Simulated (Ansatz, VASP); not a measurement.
**HfO2: VASP beside Ansatz**

File INCAR:

```
PREC = Accurate
ENCUT = 520
EDIFF = 1E-7
ISMEAR = 0
SIGMA = 0.05
LREAL = False
LASPH = True
NELM = 60
ALGO = Normal
ISIF = 2
LWAVE = False
LCHARG = True
GGA = PS
LELF = True
LVHAR = True
NBANDS = 31
```

The input KPOINTS:

```
Automatic mesh
0
Gamma
  6 6 6
```

The input POSCAR:

```
HfO2
1.0
    0.0000000000     -2.5220673945     -2.5220673945
    0.0000000000      2.5220673945     -2.5220673945
    5.0441347890      0.0000000000      0.0000000000
Hf O
2 4
Direct
    0.0095953027     -0.0095953027      0.0000000000
    0.4904046973      0.5095953027      0.5000000000
   -0.0003817119      0.4996182881      0.7179627911
    0.5003817119      0.0003817119      0.2820372089
   -0.0003817119      0.4996182881      0.2179627911
    0.5003817119      0.0003817119      0.7820372089
```

Input for Ansatz:

```yaml
crystal:
  lattice:
    - [0.0, -2.5220673945, -2.5220673945]
    - [0.0, 2.5220673945, -2.5220673945]
    - [5.044134789, 0.0, 0.0]
  atoms:
    - { symbol: Hf, position: [0.0095953027, -0.0095953027, 0.0] }
    - { symbol: Hf, position: [0.4904046973, 0.5095953027, 0.5] }
    - { symbol: O, position: [-0.0003817119, 0.4996182881, 0.7179627911] }
    - { symbol: O, position: [0.5003817119, 0.0003817119, 0.2820372089] }
    - { symbol: O, position: [-0.0003817119, 0.4996182881, 0.2179627911] }
    - { symbol: O, position: [0.5003817119, 0.0003817119, 0.7820372089] }
basis:
  ecutwfc: 520.0
kpoints:
  mp_grid: { grid: [6, 6, 6] }
hamiltonian:
  xc: pbesol
  pseudopotentials: { kind: paw, azcp: { folder: soft_1 } }
scf:
  occupations: { method: gaussian, width: 0.05 }
output:
  forces: true
  stress: true
  eigenvalues: true
```

Change from the starting cell: mode 1 frozen in at -0.162 Å and mode 5 at -0.048 Å (largest displacements).

Alike in both runs: task single point; functional PBEsol; k mesh 6 × 6 × 6; occupations gaussian, width 0.05 eV; no spin polarisation.

```csv
,VASP,Ansatz
version,VASP 6.6.1,Ansatz 0.2.0
potentials or method,"VASP PAW PBE potentials, release 64 (Hf_pv, O), cutoff 520 eV","scalar-relativistic, plane waves, PAW"
valence electrons in the cell,44,76
```

```csv
,VASP,Ansatz,Ansatz less VASP
gap on the k mesh at the Fermi level (eV),4.30,4.28,-0.025
least direct gap on the mesh (eV),4.38,4.37,-0.014
pressure (GPa),-0.9,2.7,+3.66
"traceless stress, the component that is largest in VASP (GPa)",3.08,3.00,-0.072
rms of the force components (eV/Å),0.181,0.180,-0.0016
```

VASP's potentials were made for PBE, not for PBEsol, and Ansatz warns of the same on its side. Atom by atom the forces differ by 0.012 eV/Å (rms over components). VASP's potentials hold 44 valence electrons a cell and Ansatz's 76, so a difference there can come from the potentials and not from the codes.

Neither program's run includes spin-orbit coupling.
